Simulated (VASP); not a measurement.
A run of VASP 6.6.1 is set up as follows.

The input INCAR:

```
SYSTEM = Ta6Si
ALGO     = Normal         ! electronic algorithm
DIPOL    = 0.5 0.5 0.324
EDIFF    = 1E-6           ! SCF threshold, eV
ENCUT    = 400            ! plane-wave cutoff, eV
GGA      = PE             ! functional
GGA_COMPAT= .False.      
IDIPOL   = 3            
ISIF     = 2              ! what is computed and relaxed
ISMEAR   = 0              ! smearing method
ISPIN    = 2              ! spin polarisation
LASPH    = .True.         ! aspherical terms in the spheres
LCHARG   = .False.        ! write CHGCAR
LDIPOL   = .True.       
LMAXMIX  = 4              ! l up to which the mixer works
LORBIT   = 11             ! projections on sites
LREAL    = .False.        ! projectors in reciprocal space
LWAVE    = .False.        ! write WAVECAR
MAGMOM   = 0 0 0 0 0 0 2  ! initial moments
NBANDS   = 48             ! bands
NELM     = 200            ! most SCF steps
NELMDL   = -8           
PREC     = Accurate       ! precision mode
SIGMA    = 0.1            ! smearing width, eV
```

KPOINTS

```
k-points
0
Gamma
  6 6 1
  0 0 0
```

POSCAR

```
Ta6Si
1.0
    4.6937283341      0.0000000000      0.0000000000
   -2.3468641670      4.0648879758      0.0000000000
    0.0000000000      0.0000000000     21.4881921123
Ta Si
6 1
Direct
    0.6666666667      0.3333333333      0.1861487453
    0.3333333333      0.6666666667      0.2307361763
    0.0000000000      0.0000000000      0.2753236074
    0.6666666667      0.3333333333      0.3164374187
    0.3333333333      0.6666666667      0.3553085563
    0.0000000000      0.0000000000      0.3950165778
    0.1111111111     -0.1111111111      0.5067058250
```

Potentials or basis: VASP PAW PBE potentials, release 64 (Ta_pv, Si).

Command:

```sh
$ cat potpaw_PBE.64/Ta_pv/POTCAR potpaw_PBE.64/Si/POTCAR > POTCAR
$ mpirun -np 1 vasp_std > vasp.out
```

Estimate the band gap on the k mesh.

0.02 eV (least direct gap 0.06 eV).

Estimate the largest force.

1.932 eV/Å.

Estimate the net moment.

0.00 μB per cell.

Forces on the atoms (eV/Å):
```
Ta  -0.048  0.028  1.825
Ta  -0.051  0.030 -0.424
Ta   0.068 -0.039 -1.931
Ta   0.001 -0.001  0.027
Ta  -0.351  0.202  1.090
Ta   0.003 -0.002  0.112
Si   0.378 -0.219 -0.700
```

Caveat: spin-orbit coupling is left out, which moves the levels of the heavy elements.
